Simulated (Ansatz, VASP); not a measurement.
Sb in VASP and in Ansatz

```
Sb
1.0
    -1.93763    1.93763    1.93763
     1.93763   -1.93763    1.93763
     1.93763    1.93763   -1.93763
Sb
1
Direct
  0.00000 0.00000 0.00000
```

Alike in both runs: task single point; functional PBEsol; k mesh 13 × 13 × 13; occupations fermi-dirac, width 0.1 eV; no spin polarisation.

```csv
,VASP,Ansatz
version,VASP 6.6.1,Ansatz 0.2.0
potentials or method,"VASP PAW PBE potentials, release 64 (Sb), cutoff 520 eV","plane waves (420 eV) with PAW, scalar-relativistic"
valence electrons in the cell,5,15
```

```csv
,VASP,Ansatz,Ansatz less VASP
pressure (GPa),-6.1,-6.0,+0.05
```

VASP's potentials were made for PBE, not for PBEsol, and Ansatz warns of the same on its side. VASP's potentials hold 5 valence electrons a cell and Ansatz's 15, so a difference there can come from the potentials and not from the codes.

Neither program's run includes spin-orbit coupling.
